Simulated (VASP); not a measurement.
Write the native input for VASP 6.6.1 that does the following.

| Property | Result |
| --- | --- |
| Task | electric field gradients |
| Functional | PBE |
| Potentials or basis | VASP PAW PBE potentials, release 64 (Ti_sv, B) |
| Cutoff | 520 eV |
| k mesh | 10 × 10 × 9 |
| Occupations | fermi-dirac, width 0.05 eV |
| Spin | no spin polarisation |
| Dipole correction | no |
| Further INCAR settings | ALGO = Normal; EDIFF = 1e-08; NBANDS = 16 |

The structure of TiB2 lies in POSCAR:

```
TiB2
1.0
    3.0259273119      0.0000000000      0.0000000000
   -1.5129636559      2.6205299221      0.0000000000
    0.0000000000      0.0000000000      3.2287677100
Ti B
1 2
Direct
    0.0000000000      0.0000000000      0.0000000000
    0.2066666667      0.6033333333      0.5000000000
    0.7933333333      0.3966666667      0.5000000000
```

This cell differs from its parent crystal: shortest bond scaled by 0.62.

One way to write it, as run:

INCAR

```
ALGO = Normal
EDIFF = 1E-8
ENCUT = 520
GGA = PE
ISIF = 2
ISMEAR = -1
LASPH = True
LCHARG = False
LEFG = True
LREAL = False
LWAVE = False
NBANDS = 16
NELM = 100
PREC = Accurate
SIGMA = 0.05
```

KPOINTS

```
k-points
0
Gamma
  10 10 9
```

Potentials or basis: VASP PAW PBE potentials, release 64 (Ti_sv, B).

Run with:

```bash
$ cat potpaw_PBE.64/Ti_sv/POTCAR potpaw_PBE.64/B/POTCAR > POTCAR
$ mpirun -np 1 vasp_std > vasp.out
```

It gave:

```json
{
 "Pressure": "88.5 GPa",
 "Largest force": "43.445 eV/Å",
 "Band gap on the k mesh": "zero (bands 9 and 10 overlap by 1.36 eV)",
 "Largest electric field gradient by atom": "Ti -19.9; B -3.2 V/Å²"
}
```

Caveat: the cell differs from its parent crystal (shortest bond scaled by 0.62); atoms lie so close that the PAW spheres overlap strongly, which falsifies energies and pressures; the stress differs along the axes, from -2 to 197 GPa; without QUAD_EFG the Cq values of the log hold for a quadrupole moment of 1 mb, not for the nuclei; forces of over 1 eV/Å act on the atoms, so gaps and moduli don't describe the material at rest.

Run time: 93 s on 1 thread of Intel Xeon 8259CL (shared host), peak memory 0.18 GiB.
